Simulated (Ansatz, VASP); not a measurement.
**Two plane-wave programs on WSe2**

INCAR

```
SYSTEM = WSe2
PREC = Accurate ; ENCUT = 520
EDIFF = 1E-6 ; ISMEAR = 0
SIGMA = 0.05 ; LREAL = .FALSE.
LASPH = .TRUE. ; NELM = 60
ALGO = Normal ; ISIF = 2
LWAVE = .FALSE. ; LCHARG = .FALSE.
GGA = PS ; NBANDS = 20
```

Contents of KPOINTS:

```
Automatic mesh
0
G
  12 12 2
  0 0 0
```

File POSCAR:

```
WSe2
1.0
    3.3193064686      0.0000000000      0.0000000000
   -1.6596532343      2.8746037247      0.0000000000
    0.0000000000      0.0000000000     16.1613805619
W Se
1 2
Direct
    0.0000000000      0.0000000000      0.0000000000
    0.3333333333      0.6666666667      0.1003992715
    0.3333333333      0.6666666667      0.8996007285
```

Input for Ansatz:

```yaml
crystal:
  lattice:
    - [3.3193064686, 0.0, 0.0]
    - [-1.6596532343, 2.8746037247, 0.0]
    - [0.0, 0.0, 16.1613805619]
  atoms:
    - { symbol: W, position: [0.0, 0.0, 0.0] }
    - { symbol: Se, position: [0.3333333333, 0.6666666667, 0.1003992715] }
    - { symbol: Se, position: [0.3333333333, 0.6666666667, 0.8996007285] }
basis:
  ecutwfc: 420
kpoints:
  mp_grid: { grid: [12, 12, 2] }
hamiltonian:
  xc: pbesol
scf:
  occupations: { method: gaussian, width: 0.05 }
output:
  forces: true
  stress: true
  eigenvalues: true
```

Change from the starting cell: strain +0.015 along x and y, -0.030 along z, atoms carried along.

Alike in both runs: task single point; functional PBEsol; k mesh 12 × 12 × 2; occupations gaussian, width 0.05 eV; no spin polarisation.

|  | VASP | Ansatz |
| --- | --- | --- |
| version | VASP 6.6.1 | Ansatz 0.2.0 |
| potentials or method | VASP PAW PBE potentials, release 64 (W_sv, Se), cutoff 520 eV | scalar-relativistic, plane waves, PAW |
| valence electrons in the cell | 26 | 46 |

Ansatz gave:

* gap on the k mesh at the Fermi level (eV): 1.43
* least direct gap on the mesh (eV): 1.43
* rms of the force components (eV/Å): 0.276

Q: What did VASP give for the same quantities?

A: gap on the k mesh at the Fermi level (eV): 1.43; least direct gap on the mesh (eV): 1.43; rms of the force components (eV/Å): 0.307.

VASP's potentials were made for PBE, not for PBEsol. Atom by atom the forces differ by 0.030 eV/Å (rms over components). The functional is the same, so the differences come from potentials, cutoffs and numerics. VASP's potentials hold 26 valence electrons a cell and Ansatz's 46, so a difference there can come from the potentials and not from the codes.

Neither program's run includes spin-orbit coupling.
